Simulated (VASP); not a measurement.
# WC (rocksalt type) (Fm-3m) in VASP: single point with PBEsol

Aim: the single point of WC (rocksalt type) with PBEsol.

Program: VASP 6.6.1. These are calculated values, not measurements. Logs are shortened: lines on timing, memory, paths and dates and some standing lists are left out, and cuts for length are marked.

### Step 1. The cell of the first run

Symmetry: Fm-3m, No. 225, cubic system. The conventional cell has a = 4.257 Å, b = 4.257 Å, c = 4.257 Å, α = 90.00°, β = 90.00°, γ = 90.00°. Within 2.8 Å of W (site symmetry m-3m) lie 6 C at 2.13 Å. C (site symmetry m-3m) has 6 W at 2.13 Å within 2.8 Å.

### Step 2. Single point, PBEsol (9.64 Å³/atom)

File POSCAR:

```
WC
1.0
    0.0000000000      2.1285066885      2.1285066885
    2.1285066885      0.0000000000      2.1285066885
    2.1285066885      2.1285066885      0.0000000000
W C
1 1
Direct
    0.0000000000      0.0000000000      0.0000000000
    0.5000000000      0.5000000000      0.5000000000
```

File INCAR.step1:

```
PREC = Accurate
ENCUT = 520
EDIFF = 1E-6
ISMEAR = -1
SIGMA = 0.1
LREAL = False
LASPH = True
NELM = 60
ALGO = Normal
ISIF = 2
LWAVE = False
LCHARG = True
LMAXMIX = 4
GGA = PS
NBANDS = 16
```

File KPOINTS.step1:

```
Automatic mesh
0
Gamma
  15 15 15
```

File INCAR.step2:

```
PREC = Accurate
ENCUT = 520
EDIFF = 1E-6
ISMEAR = -5
SIGMA = 0.1
LREAL = False
LASPH = True
NELM = 60
ALGO = Normal
ISIF = 2
LWAVE = False
LCHARG = False
LMAXMIX = 4
GGA = PS
LORBIT = 11
NBANDS = 16
NEDOS = 2001
ICHARG = 11
```

File KPOINTS.step2:

```
Automatic mesh
0
Gamma
  23 23 23
```

Potentials or basis: VASP PAW PBE potentials, release 64 (W_sv, C).

Command:

```sh
cat potpaw_PBE.64/W_sv/POTCAR potpaw_PBE.64/C/POTCAR > POTCAR
cp INCAR.step1 INCAR
cp KPOINTS.step1 KPOINTS
mpirun -np 1 vasp_std > vasp.out
cp INCAR.step2 INCAR
cp KPOINTS.step2 KPOINTS
mpirun -np 1 vasp_std > vasp.out
```

OUTCAR:

```text
PREC = Accurate
   ENCUT = 520
   EDIFF = 1E-6
   ISMEAR = -5
   LREAL = False
   LASPH = True
   NELM = 60
   ISIF = 2
   GGA = PS
   LORBIT = 11
   ICHARG = 11

 ion  position               nearest neighbor table
   1  0.000  0.000  0.000-   2 2.13   2 2.13   2 2.13   2 2.13   2 2.13   2 2.13
   2  0.500  0.500  0.500-   1 2.13   1 2.13   1 2.13   1 2.13   1 2.13   1 2.13

  LATTYP: Found a face centered cubic cell.
 ALAT       =     4.2570133770

  Lattice vectors:

 A1 = (   0.0000000000,   2.1285066885,   2.1285066885)
 A2 = (   2.1285066885,   0.0000000000,   2.1285066885)
 A3 = (   2.1285066885,   2.1285066885,   0.0000000000)

Analysis of symmetry for initial positions (statically):
=====================================================================
 Subroutine PRICEL returns:
 Original cell was already a primitive cell.

 Routine SETGRP: Setting up the symmetry group for a
 face centered cubic supercell.

 Subroutine GETGRP returns: Found 48 space group operations
 (whereof 48 operations were pure point group operations)
 out of a pool of 48 trial point group operations.

The static configuration has the point symmetry O_h .

Analysis of symmetry for dynamics (positions and initial velocities):
=====================================================================
 Subroutine PRICEL returns:
 Original cell was already a primitive cell.

 Routine SETGRP: Setting up the symmetry group for a
 face centered cubic supercell.

 Subroutine GETGRP returns: Found 48 space group operations
 (whereof 48 operations were pure point group operations)
 out of a pool of 48 trial point group operations.

The dynamic configuration has the point symmetry O_h .

 Subroutine INISYM returns: Found 48 space group operations
 (whereof 48 operations are pure point group operations),
 and found     1 'primitive' translations

----------------------------------------------------------------------------------------

                                     Primitive cell

  volume of cell :      19.2866

  direct lattice vectors                    reciprocal lattice vectors
     0.000000000  2.128506688  2.128506688    -0.234906473  0.234906473  0.234906473
     2.128506688  0.000000000  2.128506688     0.234906473 -0.234906473  0.234906473
     2.128506688  2.128506688  0.000000000     0.234906473  0.234906473 -0.234906473

  length of vectors
     3.010163026  3.010163026  3.010163026     0.406869947  0.406869947  0.406869947

  position of ions in fractional coordinates (direct lattice)
     0.000000000  0.000000000  0.000000000
     0.500000000  0.500000000  0.500000000

  ion indices of the primitive-cell ions
   primitive index   ion index
                 1           1
                 2           2

----------------------------------------------------------------------------------------

 KPOINTS: Automatic mesh

Automatic generation of k-mesh.
 Grid dimensions read from file:
 generate k-points for:   23   23   23

 Generating k-lattice:

  Cartesian coordinates                     Fractional coordinates (reciprocal lattice)
    -0.010213325  0.010213325  0.010213325     0.043478261  0.000000000  0.000000000
     0.010213325 -0.010213325  0.010213325     0.000000000  0.043478261  0.000000000
     0.010213325  0.010213325 -0.010213325     0.000000000  0.000000000  0.043478261

  Length of vectors
     0.017689998  0.017689998  0.017689998

  Shift w.r.t. Gamma in fractional coordinates (k-lattice)
     0.000000000  0.000000000  0.000000000

 TETIRR: Found   1662 inequivalent tetrahedra from    73002

 Subroutine IBZKPT returns following result:
 ===========================================

 Found    364 irreducible k-points:

 Following reciprocal coordinates:
            Coordinates               Weight
  0.000000  0.000000  0.000000      1.000000
  0.043478  0.000000  0.000000      8.000000
  0.086957  0.000000  0.000000      8.000000
  0.130435  0.000000  0.000000      8.000000
  0.173913  0.000000  0.000000      8.000000
  0.217391  0.000000  0.000000      8.000000
[... 16 lines left out ...]
  0.478261  0.043478  0.000000     24.000000
 -0.478261  0.043478  0.000000     24.000000
 [... further k-points ...]
   k-points           NKPTS =    364   k-points in BZ     NKDIM =    364   number of bands    NBANDS=     16
   number of dos      NEDOS =   2001   number of ions     NIONS =      2
   total plane-waves  NPLWV =  13824
   dimension x,y,z NGX =    24 NGY =   24 NGZ =   24
   dimension x,y,z NGXF=    48 NGYF=   48 NGZF=   48
   ions per type =               1   1
   NGX,Y,Z   is equivalent  to a cutoff of  13.25, 13.25, 13.25 a.u.
   NGXF,Y,Z  is equivalent  to a cutoff of  26.51, 26.51, 26.51 a.u.
 SYSTEM =  unknown system
   PREC   = accura    normal or accurate (medium, high low for compatibility)
   ISTART =      0    job   : 0-new  1-cont  2-samecut
   ICHARG =     11    charge: 1-file 2-atom 10-const
   ISPIN  =      1    spin polarized calculation?
   LNONCOLLINEAR =      F non collinear calculations
   LSORBIT =      F    spin-orbit coupling
   LASPH  =      T    aspherical Exc in radial PAW
   ENCUT  =  520.0 eV  38.22 Ry    6.18 a.u.   5.60  5.60  5.60*2*pi/ulx,y,z
   NELM   =     60;   NELMIN=  2; NELMDL=  0     # of ELM steps
   EDIFF  = 0.1E-05   stopping-criterion for ELM
   LREAL  =      F    real-space projection
   EDIFFG = 0.1E-04   stopping-criterion for IOM
   NSW    =      0    number of steps for IOM
   IBRION =     -1    ionic relax: 0-MD 1-quasi-New 2-CG
   NFREE  =      0    steps in history (QN), initial steepest desc. (CG)
   ISIF   =      2    stress and relaxation
   ISYM   =      2    0-nonsym 1-usesym 2-fastsym
   POTIM  = 0.5000    time-step for ionic-motion
   TEBEG  =    0.0;   TEEND  =   0.0 temperature during run
   PSTRESS=    0.0 pullay stress
   NELECT =      18.0000    total number of electrons
   NUPDOWN=      -1.0000    fix difference up-down
   EMIN   =  10.00;   EMAX   =-10.00  energy-range for DOS
   EFERMI =   0.00;   METHOD = LEGACY
   ISMEAR =    -5;   SIGMA  =   0.10  broadening in eV -4-tet -1-fermi 0-gaus
   EFERMI_NEDOS =   21; number of points for ismear=-14 and -15
   IALGO  =     38    algorithm
   IMIX   =      4    mixing-type and parameters
     AMIX     =   0.40;   BMIX     =  1.00
     AMIX_MAG =   1.60;   BMIX_MAG =  1.00
  volume/ion in A,a.u.               =       9.64        65.08
  Fermi-wavevector in a.u.,A,eV,Ry     =   1.599855  3.023288 34.824606  2.559536
  Thomas-Fermi vector in A             =   2.697082
   LORBIT       =     11    0 simple, 1 ext, 2 COOP (PROOUT), +10 PAW based schemes
   GGA     = PS    functional components
   LHFCALC =     F    Hartree Fock is set to
   AEXX    =    0.0000 exact exchange contribution
   IVDW    =     0    specifies the selected vdW correction
   LEPSILON=     F    determine dielectric tensor
   LRPA    =     F    only Hartree local field effects (RPA)
 non-spin polarized calculation
 Fermi weights with tetrahedron method with Bloechl corrections
  energy-cutoff  :      520.00
  volume of cell :       19.29
 maximum number of plane-waves:       534

 number of electron      18.0000000 magnetization

 Free energy of the ion-electron system (eV)
  ---------------------------------------------------
  ext. energy  EPLUGINS =         0.00000000
  ---------------------------------------------------
  free energy    TOTEN  =       -22.88680185 eV

  energy without entropy =      -22.88680185  energy(sigma->0) =      -22.88680185

 E-fermi :  13.6472     XC(G=0): -14.3426

 val. band max:       13.7023802815   @ k =   0.3478   0.0000   0.0000
 cond. band min:      13.4949912056   @ k =   0.0435   0.0000   0.0000
 fundamental gap:     -0.2073890759
 Fermi energy:        13.6472090235

 k-point     1 :       0.0000    0.0000    0.0000
  band No.  band energies     occupation
      1     -61.6588      2.00000
      2     -25.6440      2.00000
      3     -25.6440      2.00000
      4     -25.6440      2.00000
      5      -2.9168      2.00000
      6      10.5425      2.00000
[... 8 lines left out ...]
     15      23.1695      0.00000
     16      38.5874      0.00000

 k-point     2 :       0.0435    0.0000    0.0000
  band No.  band energies     occupation
      1     -61.6578      2.00000
      2     -25.6603      2.00000
      3     -25.6456      2.00000
      4     -25.6456      2.00000
      5      -2.8560      2.00000
      6      10.3194      2.00000
[... 8 lines left out ...]
     15      23.3153      0.00000
     16      37.7979      0.00000

 k-point     3 :       0.0870    0.0000    0.0000
  band No.  band energies     occupation
      1     -61.6547      2.00000
      2     -25.7077      2.00000
      3     -25.6505      2.00000
      4     -25.6505      2.00000
      5      -2.6759      2.00000
      6       9.7781      2.00000
[... 8 lines left out ...]
     15      23.7373      0.00000
     16      36.2760      0.00000

 k-point     4 :       0.1304    0.0000    0.0000
  band No.  band energies     occupation
      1     -61.6497      2.00000
      2     -25.7822      2.00000
      3     -25.6581      2.00000
      4     -25.6581      2.00000
      5      -2.3835      2.00000
      6       9.0839      2.00000
[... 8 lines left out ...]
     15      24.3868      0.00000
     16      34.6759      0.00000
[... 324 lines left out ...]
 k-point    22 :       0.4348    0.0435    0.0000
  band No.  band energies     occupation
      1     -61.6040      2.00000
      2     -26.4170      2.00000
      3     -25.7354      2.00000
      4     -25.7319      2.00000
      5       1.3870      2.00000
      6       4.0434      2.00000
[... 8 lines left out ...]
     15      26.8149      0.00000
     16      26.9016      0.00000

 k-point    23 :       0.4783    0.0435    0.0000
  band No.  band energies     occupation
      1     -61.6012      2.00000
      2     -26.4542      2.00000
      3     -25.7394      2.00000
      4     -25.7367      2.00000
      5       2.0037      2.00000
      6       3.4113      2.00000
[... 8 lines left out ...]
     15      26.2118      0.00000
     16      26.2740      0.00000

 k-point    24 :      -0.4783    0.0435    0.0000
  band No.  band energies     occupation
      1     -61.6005      2.00000
      2     -26.4636      2.00000
      3     -25.7437      2.00000
      4     -25.7346      2.00000
      5       2.2880      2.00000
      6       3.1237      2.00000
[... 8 lines left out ...]
     15      26.0514      0.00000
     16      26.1106      0.00000

 [... further k-points ...]

------------------------ aborting loop because EDIFF is reached ----------------------------------------

  FORCE on cell =-STRESS in cart. coord.  units (eV):
  Direction    XX          YY          ZZ          XY          YZ          ZX
  --------------------------------------------------------------------------------------
  -------------------------------------------------------------------------------------
  Total        3.4524645      3.4524645      3.4524645      0.0000000      0.0000000      0.0000000
  in kB      286.8037007    286.8037007    286.8037007      0.0000000      0.0000000      0.0000000
  external PRESSURE =     286.8037007 kB  Pullay stress =       0.0000000 kB

 VOLUME and BASIS-vectors are now :
 -----------------------------------------------------------------------------
  energy-cutoff  :      520.00
  volume of cell :       19.29
      direct lattice vectors                 reciprocal lattice vectors
     0.000000000  2.128506688  2.128506688    -0.234906473  0.234906473  0.234906473
     2.128506688  0.000000000  2.128506688     0.234906473 -0.234906473  0.234906473
     2.128506688  2.128506688  0.000000000     0.234906473  0.234906473 -0.234906473

 POSITION                                       TOTAL-FORCE (eV/Angst)
 -----------------------------------------------------------------------------------
      0.00000      0.00000      0.00000         0.000000     -0.000000     -0.000000
      2.12851      2.12851      2.12851         0.000000      0.000000      0.000000
 -----------------------------------------------------------------------------------
    total drift:                                0.000000     -0.000000     -0.000000

  FREE ENERGIE OF THE ION-ELECTRON SYSTEM (eV)
  ---------------------------------------------------
  free  energy   TOTEN  =       -22.8868018497 eV

  energy  without entropy=      -22.8868018497  energy(sigma->0) =      -22.88680185

 total charge

# of ion       s       p       d       tot
------------------------------------------
    1        2.332   6.431   3.544  12.307
    2        0.866   1.645   0.000   2.511
--------------------------------------------------
tot          3.197   8.077   3.544  14.818
```

Wall time 96 s (1 thread of Intel Xeon 8259CL, shared host); peak memory 0.22 GiB.

What came out:

```yaml
Valence_electrons_inside_the_program's_atomic_spheres: W 12.31; C 2.51
```

Levels at points of the mesh, in eV from the Fermi level:
```
           k point  band 5  band 6  band 7  band 8  band 9  band 10  band 11  band 12  band 13  band 14
(0.00, 0.00, 0.00)  -16.56   -3.10   -3.10   -3.10   -1.20    -1.20    -1.20    -1.05    -1.05     7.58
```

Caveat: the PAW data sets were made with another functional, which shifts forces and pressure a little; spin-orbit coupling is left out, which moves the levels of the heavy elements; tetrahedron occupations give inexact forces and stress in metals.
